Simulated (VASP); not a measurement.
## C: single point with PBE

The system is C.

```
C
1.0
     2.46651    0.00000    0.00000
    -1.23326    2.13606    0.00000
     0.00000    0.00000    8.52970
C
4
Direct
  0.00000 0.00000 0.25000
  0.00000 0.00000 0.75000
  0.33333 0.66667 0.25000
  0.66667 0.33333 0.75000
```

```json
{"Program": "VASP 6.6.1", "Task": "single point", "Functional": "PBE", "Potentials or basis": "VASP PAW PBE potentials, release 64 (C)", "Cutoff": "520 eV", "k mesh": "21 × 21 × 6", "Occupations": "gaussian, width 0.1 eV", "Spin": "no spin polarisation"}
```

```json
{"Pressure": "0.4 GPa", "Band gap on the k mesh": "zero (filled and empty bands touch)"}
```

Stress tensor (GPa, compression positive):
```
 0.55  0.00  0.00
 0.00  0.55  0.00
 0.00  0.00 -0.02
```

Levels at points of the mesh, in eV from the Fermi level:
```
           k point  band 5  band 6  band 7  band 8  band 9  band 10  band 11  band 12
(0.00, 0.00, 0.00)   -3.04   -3.04   -3.04   -3.04    3.08     6.39     8.30     8.30
(0.00, 0.00, 0.50)   -3.04   -3.04   -3.04   -3.04    4.35     4.35     8.30     8.30
```

Run time: 42 s on 1 thread of Intel(R) Xeon(R) 6975P-C (Granite Rapids), on a shared host, peak memory 0.21 GiB.

Caveat: this functional lacks dispersion, which binds the layers, so the pressure and a relaxed spacing across them are unreliable.
